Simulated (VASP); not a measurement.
Set up this calculation in VASP 6.6.1, as the native input.

```yaml
Task: single point
Functional: PBE
Potentials_or_basis: VASP PAW PBE potentials, release 64 (K_sv, Br)
Cutoff: 520 eV
k_mesh: 6 × 6 × 6
Occupations: fermi-dirac, width 0.02 eV
Spin: no spin polarisation
Dipole_correction: no
Further_INCAR_settings: ALGO = Normal; EDIFF = 1e-06; NBANDS = 15
```

The structure of KBr lies in POSCAR:

```
KBr
1.0
    0.0000000000      3.1087360978      3.3488431232
    3.1087360978      0.0000000000      3.3488431232
    3.1087360978      3.1087360978      0.0000000000
K Br
1 1
Direct
    0.0000000000      0.0000000000      0.0000000000
    0.5000000000      0.5000000000      0.5000000000
```

This cell differs from its parent crystal: epitaxial xy strain -5.9%.

These files were run (other wordings do the same):

INCAR

```
PREC = Accurate
ENCUT = 520
EDIFF = 1E-6
ISMEAR = -1
SIGMA = 0.02
LREAL = F
LASPH = T
NELM = 100
ALGO = Normal
ISIF = 2
LWAVE = F
LCHARG = F
GGA = PE
NBANDS = 15
```

KPOINTS

```
regular mesh
0
Gamma
  6 6 6
```

Potentials or basis: VASP PAW PBE potentials, release 64 (K_sv, Br).

Command:

```console
$ cat potpaw_PBE.64/K_sv/POTCAR potpaw_PBE.64/Br/POTCAR > POTCAR
$ mpirun -np 1 vasp_std > vasp.out
```

It gave:

| Quantity | Value |
| --- | --- |
| Pressure | 3.4 GPa |
| Band gap on the k mesh | 4.68 eV, direct |

Caveat: the cell differs from its parent crystal (epitaxial xy strain -5.9%).

It took 19 s on 1 thread of Intel(R) Xeon(R) Platinum 8488C (Sapphire Rapids) (shared host), peak memory 0.2 GiB.
